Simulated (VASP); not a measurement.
Here is a VASP 6.6.1 calculation.

The input INCAR:

```
ALGO     = Fast           # electronic algorithm
DIPOL    = 0.5 0.5 0.363
EDIFF    = 1E-6           # SCF threshold, eV
EDIFFG   = -0.025         # ionic threshold
ENCUT    = 520            # plane-wave cutoff, eV
GGA      = PE             # functional
IBRION   = 2              # ionic algorithm
IDIPOL   = 3            
ISIF     = 2              # what is computed and relaxed
ISMEAR   = 0              # smearing method
LASPH    = True           # aspherical terms in the spheres
LCHARG   = False          # write CHGCAR
LDIPOL   = True         
LREAL    = False          # projectors in reciprocal space
LWAVE    = False          # write WAVECAR
NELM     = 100            # most SCF steps
NSW      = 36             # ionic steps
PREC     = Accurate       # precision mode
SIGMA    = 0.1            # smearing width, eV
```

The input KPOINTS:

```
k-points
0
Gamma
  9 9 1
```

POSCAR

```
Ti3SiN3
1.0
    3.0028555065      0.0000000000      0.0000000000
   -1.5014277533      2.6005491526      0.0000000000
    0.0000000000      0.0000000000     21.5541471922
N Ti Si
3 3 1
Selective dynamics
Direct
    0.3333333333      0.6666666667      0.1855791354  F F F
    0.0000000000      0.0000000000      0.2993308525  F F F
    0.6666666667      0.3333333333      0.4147299352  F F F
    0.6666666667      0.3333333333      0.2424549940  F F F
    0.3333333333      0.6666666667      0.3575097830  F F F
    0.0000000000      0.0000000000      0.4664599858  F F F
    0.3333333333      0.1666666667      0.5775080005  F F T
```

Potentials or basis: VASP PAW PBE potentials, release 64 (N, Ti_sv, Si).

Launch:

```console
$ cat potpaw_PBE.64/N/POTCAR potpaw_PBE.64/Ti_sv/POTCAR potpaw_PBE.64/Si/POTCAR > POTCAR
$ mpirun -np 1 vasp_std > vasp.out
```

Predict the band gap on the k mesh.

zero (an odd number of electrons rules out a gap without spin polarisation).

What does it give for the energy gained by relaxing?

0.2 meV/atom.

Final structure:
```xyz
7
Lattice="3.0029 0.0000 0.0000 -1.5014 2.6005 0.0000 0.0000 0.0000 21.5541" Properties=species:S:1:pos:R:3 pbc="T T T"
N     0.0000    1.7337    4.0000
N     0.0000    0.0000    6.4518
N     1.5014    0.8668    8.9391
Ti    1.5014    0.8668    5.2259
Ti    0.0000    1.7337    7.7058
Ti    0.0000    0.0000   10.0541
Si    0.7507    0.4334   12.4276
```
